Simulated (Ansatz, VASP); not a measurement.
V3I in VASP and in Ansatz

```
V I
1.0
     3.94194    0.00000    0.00000
     0.00000    3.94194    0.00000
     0.00000    0.00000    3.94194
V I
3 1
Direct
  0.00000 0.50000 0.50000
  0.50000 0.00000 0.50000
  0.50000 0.50000 0.00000
  0.00000 0.00000 0.00000
```

Alike in both runs: task relaxation of cell and atoms; functional PBE; k mesh 12 × 12 × 12; occupations gaussian, width 0.1 eV; no spin polarisation.

|  | VASP | Ansatz |
| --- | --- | --- |
| version | VASP 6.6.1 | Ansatz 0.2.0 |
| potentials or method | VASP PAW PBE potentials, release 64 (V_sv, I), cutoff 600 eV | scalar-relativistic, plane waves, PAW |
| valence electrons in the cell | 46 | 56 |

|  | VASP | Ansatz | Ansatz less VASP |
| --- | --- | --- | --- |
| gap on the k mesh at the Fermi level, each at its own relaxed structure (eV) | none | none | - |
| relaxed volume (Å³/atom) | 15.34 | 15.34 | +0.005 |
| relaxed length of the cell vector where the two differ most in proportion (Å) | 3.944 | 3.944 | +0.0004 |

A gap of «none» marks a metal or a gap that the smearing closes. VASP's potentials hold 46 valence electrons a cell and Ansatz's 56, so a difference there can come from the potentials and not from the codes.

Neither program's run includes spin-orbit coupling.
